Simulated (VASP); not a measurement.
# Rh (P6_3/mmc) in VASP: a series of runs, part 2 of 2

VASP 6.6.1. The steps go on from the part before.

## 3. Single point, PBEsol (strain +0.000 along x and y, -0.030 along z)

Contents of INCAR:

```
SYSTEM = Rh
  PREC = Accurate
  ENCUT = 520
  EDIFF = 1E-6
  ISMEAR = 0
  SIGMA = 0.15
  LREAL = .FALSE.
  LASPH = .TRUE.
  NELM = 100
  ALGO = Fast
  ISIF = 2
  LWAVE = .FALSE.
  LCHARG = .TRUE.
  GGA = PS
  LELF = .TRUE.
  LVHAR = .TRUE.
  NBANDS = 22
```

Contents of KPOINTS:

```
Automatic mesh
0
G
  21 21 12
  0 0 0
```

Contents of POSCAR:

```
Rh
1.0
    2.7309790422      0.0000000000      0.0000000000
   -1.3654895211      2.3650972278      0.0000000000
    0.0000000000      0.0000000000      4.2956343300
Rh
2
Direct
    0.6666666667      0.3333333333      0.7500000000
    0.3333333333      0.6666666667      0.2500000000
```

Potentials or basis: VASP PAW PBE potentials, release 64 (Rh_pv).

Command:

```bash
cat potpaw_PBE.64/Rh_pv/POTCAR > POTCAR
mpirun -np 1 vasp_std > vasp.out
```

OUTCAR:

```text
SYSTEM = Rh
   PREC = Accurate
   ENCUT = 520
   EDIFF = 1E-6
   ISMEAR = 0
   LREAL = .FALSE.
   LASPH = .TRUE.
   NELM = 100
   ISIF = 2
   GGA = PS

 ion  position               nearest neighbor table
   1  0.667  0.333  0.750-   2 2.66   2 2.66   2 2.66   2 2.66   2 2.66   2 2.66
   2  0.333  0.667  0.250-   1 2.66   1 2.66   1 2.66   1 2.66   1 2.66   1 2.66

  LATTYP: Found a hexagonal cell.
 ALAT       =     2.7309790422
 C/A-ratio  =     1.5729283395

  Lattice vectors:

[... 791 lines left out ...]

  FORCE on cell =-STRESS in cart. coord.  units (eV):
  Direction    XX          YY          ZZ          XY          YZ          ZX
  --------------------------------------------------------------------------------------
  -------------------------------------------------------------------------------------
  Total       -1.4382959     -1.4382959     -0.2954844     -0.0000000      0.0000000      0.0000000
  in kB      -83.0546895    -83.0546895    -17.0628063     -0.0000000      0.0000000      0.0000000
  external PRESSURE =     -61.0573951 kB  Pullay stress =       0.0000000 kB

 VOLUME and BASIS-vectors are now :
 -----------------------------------------------------------------------------
  energy-cutoff  :      520.00
  volume of cell :       27.75
      direct lattice vectors                 reciprocal lattice vectors
     2.730979042  0.000000000  0.000000000     0.366169049  0.211407799  0.000000000
    -1.365489521  2.365097228  0.000000000     0.000000000  0.422815599  0.000000000
     0.000000000  0.000000000  4.295634330     0.000000000  0.000000000  0.232794489

 POSITION                                       TOTAL-FORCE (eV/Angst)
 -----------------------------------------------------------------------------------
      1.36549      0.78837      3.22173         0.000000      0.000000      0.000000
     -0.00000      1.57673      1.07391        -0.000000      0.000000      0.000000
 -----------------------------------------------------------------------------------
    total drift:                               -0.000000      0.000000     -0.000000

  FREE ENERGIE OF THE ION-ELECTRON SYSTEM (eV)
  ---------------------------------------------------
  free  energy   TOTEN  =       -16.1914334867 eV

  energy  without entropy=      -16.1536138049  energy(sigma->0) =      -16.17252365
```

OSZICAR:

```text
N       E                     dE             d eps       ncg     rms          rms(c)
DAV:   1     0.324628849773E+03    0.32463E+03   -0.19003E+04 14824   0.159E+03
DAV:   2    -0.102077304809E+02   -0.33484E+03   -0.32286E+03 15396   0.474E+02
DAV:   3    -0.173819438333E+02   -0.71742E+01   -0.71330E+01 17262   0.780E+01
DAV:   4    -0.174287964383E+02   -0.46853E-01   -0.46848E-01 16590   0.635E+00
DAV:   5    -0.174295258411E+02   -0.72940E-03   -0.72940E-03 17406   0.824E-01    0.155E+01
RMM:   6    -0.162357663397E+02    0.11938E+01   -0.27027E+00 15218   0.139E+01    0.494E+00
RMM:   7    -0.161997826229E+02    0.35984E-01   -0.12221E-01 15614   0.279E+00    0.211E+00
RMM:   8    -0.161929102600E+02    0.68724E-02   -0.26797E-02 16197   0.162E+00    0.496E-01
RMM:   9    -0.161913979327E+02    0.15123E-02   -0.38461E-03 17348   0.578E-01    0.153E-02
RMM:  10    -0.161914336048E+02   -0.35672E-04   -0.34405E-04 17388   0.191E-01    0.162E-02
RMM:  11    -0.161914346397E+02   -0.10349E-05   -0.35647E-05 18047   0.615E-02    0.706E-03
RMM:  12    -0.161914333130E+02    0.13267E-05   -0.78456E-06 16954   0.245E-02    0.219E-03
RMM:  13    -0.161914334867E+02   -0.17373E-06   -0.16820E-06 11117   0.123E-02
   1 F= -.16191433E+02 E0= -.16172524E+02  d E =-.378197E-01
```

Wall time 1.8 min (1 thread of Intel Xeon Platinum 8488C (Sapphire Rapids), shared host); peak memory 0.26 GiB.

Results:

```
Free energy            : -16.1914 eV
Pressure               : -6.1 GPa
Band gap on the k mesh : zero (bands 15 and 16 overlap by 2.35 eV)
```

Stress tensor (GPa, compression positive):
```
-8.31  0.00  0.00
 0.00 -8.31  0.00
 0.00  0.00 -1.71
```

Levels at points of the mesh, in eV from the Fermi level:
| k point | band 12 | band 13 | band 14 | band 15 | band 16 | band 17 | band 18 | band 19 |
| --- | --- | --- | --- | --- | --- | --- | --- | --- |
| (0.00, 0.00, 0.00) | -2.46 | -2.46 | -2.10 | -2.10 | 0.11 | 0.11 | 0.93 | 8.88 |
| (0.00, 0.00, 0.50) | -3.20 | -3.12 | -3.12 | -0.44 | -0.44 | -0.44 | -0.44 | 14.92 |

Caveat: the cell differs from its parent crystal (strain +0.000 along x and y, -0.030 along z); the stress differs along the axes, from -8 to -2 GPa; the PAW data sets were made with another functional, which shifts forces and pressure a little.

## 4. Single point, PBEsol (strain -0.015 along x and y, +0.000 along z)

Contents of INCAR:

```
ALGO = Fast
EDIFF = 1E-7
ENCUT = 520
GGA = PS
ISIF = 2
ISMEAR = 0
LASPH = True
LCHARG = True
LELF = True
LREAL = False
LVHAR = True
LWAVE = False
NBANDS = 22
NELM = 80
PREC = Accurate
SIGMA = 0.15
```

Contents of KPOINTS:

```
k-points
0
Gamma
  21 21 12
```

Contents of POSCAR:

```
Rh
1.0
    2.6900143566      0.0000000000      0.0000000000
   -1.3450071783      2.3296207694      0.0000000000
    0.0000000000      0.0000000000      4.4284890000
Rh
2
Direct
    0.6666666667      0.3333333333      0.7500000000
    0.3333333333      0.6666666667      0.2500000000
```

Potentials or basis: VASP PAW PBE potentials, release 64 (Rh_pv).

Command:

```bash
cat potpaw_PBE.64/Rh_pv/POTCAR > POTCAR
mpirun -np 1 vasp_std > vasp.out
```

OUTCAR:

```text
EDIFF = 1E-7
   ENCUT = 520
   GGA = PS
   ISIF = 2
   ISMEAR = 0
   LASPH = True
   LREAL = False
   NELM = 80
   PREC = Accurate

 ion  position               nearest neighbor table
   1  0.667  0.333  0.750-   2 2.70   2 2.70   2 2.70   2 2.70   2 2.70   2 2.70
   2  0.333  0.667  0.250-   1 2.70   1 2.70   1 2.70   1 2.70   1 2.70   1 2.70

  LATTYP: Found a hexagonal cell.
 ALAT       =     2.6900143566
 C/A-ratio  =     1.6462696525

  Lattice vectors:

[... 790 lines left out ...]

------------------------ aborting loop because EDIFF is reached ----------------------------------------

  FORCE on cell =-STRESS in cart. coord.  units (eV):
  Direction    XX          YY          ZZ          XY          YZ          ZX
  --------------------------------------------------------------------------------------
  -------------------------------------------------------------------------------------
  Total       -0.8043893     -0.8043893     -1.7590987      0.0000000     -0.0000000      0.0000000
  in kB      -46.4388506    -46.4388506   -101.5559547      0.0000000     -0.0000000      0.0000000
  external PRESSURE =     -64.8112186 kB  Pullay stress =       0.0000000 kB

 VOLUME and BASIS-vectors are now :
 -----------------------------------------------------------------------------
  energy-cutoff  :      520.00
  volume of cell :       27.75
      direct lattice vectors                 reciprocal lattice vectors
     2.690014357  0.000000000  0.000000000     0.371745228  0.214627207  0.000000000
    -1.345007178  2.329620769  0.000000000     0.000000000  0.429254415  0.000000000
     0.000000000  0.000000000  4.428489000     0.000000000  0.000000000  0.225810655

 POSITION                                       TOTAL-FORCE (eV/Angst)
 -----------------------------------------------------------------------------------
      1.34501      0.77654      3.32137        -0.000000     -0.000000      0.000000
     -0.00000      1.55308      1.10712         0.000000      0.000000      0.000000
 -----------------------------------------------------------------------------------
    total drift:                               -0.000000      0.000000     -0.000000

  FREE ENERGIE OF THE ION-ELECTRON SYSTEM (eV)
  ---------------------------------------------------
  free  energy   TOTEN  =       -16.1940742256 eV

  energy  without entropy=      -16.1579305167  energy(sigma->0) =      -16.17600237
```

stdout:

```text
POSCAR found type information on POSCAR Rh
 POSCAR found :  1 types and       2 ions
 scaLAPACK will be used
 -----------------------------------------------------------------------------
|                                                                             |
|                                                                             |
|     You enforced a specific xc type in the INCAR file but a different       |
|     I HOPE YOU KNOW WHAT YOU ARE DOING!                                     |
|                                                                             |
 -----------------------------------------------------------------------------

 LDA part: xc-table for (Slater+PW92), standard interpolation
 POSCAR, INCAR and KPOINTS ok, starting setup
 FFT: planning ... GRIDC
 FFT: planning ... GRID_SOFT
 FFT: planning ... GRID
 WAVECAR not read
 entering main loop
```

It took 2.2 min on 1 thread of Intel Xeon Platinum 8488C (Sapphire Rapids), shared host; peak memory 0.26 GiB.

What came out:

```
Free energy            : -16.1941 eV
Pressure               : -6.5 GPa
Band gap on the k mesh : zero (bands 15 and 16 overlap by 2.38 eV)
```

Stress tensor (GPa, compression positive):
```
 -4.64   0.00   0.00
  0.00  -4.64   0.00
  0.00   0.00 -10.16
```

Levels at points of the mesh, in eV from the Fermi level:
```
           k point  band 12  band 13  band 14  band 15  band 16  band 17  band 18  band 19
(0.00, 0.00, 0.00)    -2.51    -2.51    -1.76    -1.76     0.16     0.16     0.49     8.24
(0.00, 0.00, 0.50)    -3.07    -3.07    -3.07    -0.42    -0.42    -0.42    -0.42    14.57
```

Caveat: the cell differs from its parent crystal (strain -0.015 along x and y, +0.000 along z); the stress differs along the axes, from -10 to -5 GPa; the PAW data sets were made with another functional, which shifts forces and pressure a little.

## 5. The runs side by side

```csv
cell,further INCAR settings,gap on the mesh (eV),pressure (GPa)
"a = 2.649, b = 2.649, c = 4.561 Å, angles 90.0, 90.0, 120.0°, 2 atoms",ALGO = Fast; EDIFF = 1e-06; NBANDS = 22,none,-5.2
"a = 2.731, b = 2.731, c = 4.296 Å, angles 90.0, 90.0, 120.0°, 2 atoms",ALGO = Fast; EDIFF = 1e-06; NBANDS = 22,none,-6.1
"a = 2.690, b = 2.690, c = 4.428 Å, angles 90.0, 90.0, 120.0°, 2 atoms",ALGO = Fast; EDIFF = 1e-07; NBANDS = 22,none,-6.5
```

Alike in all rows: task single point; level PBEsol; potentials or basis VASP PAW PBE potentials, release 64 (Rh_pv); no spin polarisation; k mesh 21 × 21 × 12; cutoff (eV) 520; smearing gaussian 0.15 eV.

Caveats: the PAW data sets were made with another functional, which shifts forces and pressure a little; the stress differs along the axes, from -17 to 1 GPa (at least some runs); the stress differs along the axes, from -8 to -2 GPa (at least some runs); the stress differs along the axes, from -10 to -5 GPa (at least some runs).

Absolute energies hang on the potentials; compare differences alone.
